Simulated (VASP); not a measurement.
Set up this calculation in VASP 6.6.1, as the native input.

- Task: single point
- Functional: PBE
- Potentials or basis: VASP PAW PBE potentials, release 64 (C)
- Cutoff: 520 eV
- k mesh: 6 × 6 × 6
- Occupations: gaussian, width 0.1 eV
- Spin: collinear spin
- Starting moments: [1.0, 1.0, 1.0, 1.0, 1.0, 1.0] μB
- Dipole correction: no
- Further INCAR settings: ALGO = Normal; EDIFF = 1e-06; NBANDS = 25

The structure of C lies in POSCAR:

```
C
1.0
    4.2123476800      0.0000000000      0.0000000000
   -2.1061738400      3.6480001000      0.0000000000
    0.0000000000      0.0000000000      3.5742953100
C
6
Direct
    0.8000000000      0.4000000000      0.1666666700
    0.6000000000      0.4000000000      0.8333333300
    0.6000000000      0.2000000000      0.5000000000
    0.2000000000      0.6000000000      0.1666666700
    0.4000000000      0.6000000000      0.8333333300
    0.4000000000      0.8000000000      0.5000000000
```

The cell was generated, and may not be a known phase.

The input as run:

INCAR

```
SYSTEM = C
PREC     = Accurate       ! precision mode
ENCUT    = 520            ! plane-wave cutoff, eV
EDIFF    = 1E-6           ! SCF threshold, eV
ISMEAR   = 0              ! smearing method
SIGMA    = 0.1            ! smearing width, eV
LREAL    = .False.        ! projectors in reciprocal space
LASPH    = .True.         ! aspherical terms in the spheres
NELM     = 150            ! most SCF steps
ALGO     = Normal         ! electronic algorithm
ISIF     = 2              ! what is computed and relaxed
LWAVE    = .False.        ! write WAVECAR
LCHARG   = .True.         ! write CHGCAR
ISPIN    = 2              ! spin polarisation
MAGMOM   = 1 1 1 1 1 1    ! initial moments
LORBIT   = 11             ! projections on sites
GGA      = PE             ! functional
LELF     = .True.         ! ELF
LVHAR    = .True.       
NBANDS   = 25             ! bands
```

KPOINTS

```
Automatic mesh
0
Gamma
  6 6 6
  0 0 0
```

Potentials or basis: VASP PAW PBE potentials, release 64 (C).

Launch:

```console
$ cat potpaw_PBE.64/C/POTCAR > POTCAR
$ mpirun -np 1 vasp_std > vasp.out
```

Results of the run:

The pressure is -6.3 GPa and the largest force is 0.530 eV/Å. The band gap on the k mesh is zero (filled and empty bands overlap). The net moment is 0.00 μB per cell and the valence electrons inside the program's atomic spheres are C 2.55.

Caveat: the stress differs along the axes, from -22 to 25 GPa; this functional lacks dispersion, which binds layers or chains, so the pressure and a relaxed spacing across them are unreliable.

Wall time 100 s on 1 thread of AMD EPYC 7R43 64-Core Processor (Zen 3), on a shared host, peak memory 0.17 GiB.
